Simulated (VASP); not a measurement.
Input of a VASP 6.6.1 run:

The input INCAR:

```
SYSTEM = AlSi2Cl
PREC = Accurate ; ENCUT = 520
EDIFF = 1E-6 ; ISMEAR = -1
SIGMA = 0.05 ; LREAL = .FALSE.
LASPH = .TRUE. ; NELM = 80
ALGO = Normal ; ISIF = 2
LWAVE = .FALSE. ; LCHARG = .FALSE.
GGA = PE ; NBANDS = 17
```

File KPOINTS:

```
regular mesh
0
G
  8 8 6
  0 0 0
```

The input POSCAR:

```
AlSi2Cl
1.0
    3.7251903904      0.0000000000      0.0000000000
   -1.8625951952      3.2261095079      0.0000000000
    0.0000000000      0.0000000000      4.8879996563
Al Si Cl
1 2 1
Direct
    0.6666666700      0.3333333300      0.5000000000
    0.0000000000      0.0000000000      0.7468175900
    0.0000000000      0.0000000000      0.2531824100
    0.3333333300      0.6666666700      0.0000000000
```

Potentials or basis: VASP PAW PBE potentials, release 64 (Al, Si, Cl).

Launch:

```sh
$ cat potpaw_PBE.64/Al/POTCAR potpaw_PBE.64/Si/POTCAR potpaw_PBE.64/Cl/POTCAR > POTCAR
$ mpirun -np 1 vasp_std > vasp.out
```

Task: What does it give for the largest force?

Result: 0.818 eV/Å.

Task: Estimate the band gap on the k mesh.

Result: Zero (band 9 reaches 9.55 eV, above the bottom of band 10 at 8.63 eV).

Stress tensor (GPa, compression positive):
```
33.33  0.00  0.00
 0.00 33.33  0.00
 0.00  0.00 25.06
```
